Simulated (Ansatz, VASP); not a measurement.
I in VASP and in Ansatz

```xyz
1
Lattice="3.1938 0.0000 0.0000 0.0000 3.1938 0.0000 0.0000 0.0000 3.1938" Properties=species:S:1:pos:R:3 pbc="T T T"
I     0.0000    0.0000    0.0000
```

Change from the starting cell: volume scaled by 0.78, LAPW.

Alike in both runs: task single point; functional PBE; k mesh 11 × 11 × 11; occupations fermi-dirac, width 0.1 eV; no spin polarisation.

|  | VASP | Ansatz |
| --- | --- | --- |
| version | VASP 6.6.1 | Ansatz 0.2.0 |
| potentials or method | VASP PAW PBE potentials, release 64 (I), cutoff 520 eV | all-electron LAPW, scalar-relativistic |

```csv
,VASP,Ansatz,Ansatz less VASP
pressure (GPa),10.6,10.7,+0.03
```

Ansatz ran all-electron here, and VASP with PAW potentials.

Spin-orbit coupling is off throughout.
